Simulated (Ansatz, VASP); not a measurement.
BN: VASP beside Ansatz

```
B N
1.0
     2.48894    0.00000    0.00000
    -1.24447    2.15549    0.00000
     0.00000    0.00000    6.49446
B N
2 2
Direct
  0.33333 0.66667 0.25000
  0.66667 0.33333 0.75000
  0.33333 0.66667 0.75000
  0.66667 0.33333 0.25000
```

Alike in both runs: functional LDA; k mesh 20 × 20 × 6; occupations fermi-dirac, width 0.1 eV; no spin polarisation.

Ansatz relaxed the structure, and its values are those at the end. VASP's run is a single point on that final structure, the one shown.

|  | VASP | Ansatz |
| --- | --- | --- |
| version | VASP 6.6.1 | Ansatz 0.2.0 |
| potentials or method | VASP PAW LDA potentials, release 64 (B, N) | PAW with Ansatz's default frozen-core files, scalar-relativistic |
| plane-wave cutoff (eV) | 520 | 420 |
| valence electrons in the cell | 16 | 16 |

|  | VASP | Ansatz | Ansatz less VASP |
| --- | --- | --- | --- |
| pressure (GPa) | 0.4 | 0.0 | -0.46 |

LDA's correlation is that of Perdew and Zunger in VASP and of Perdew and Wang (1992) in Ansatz.
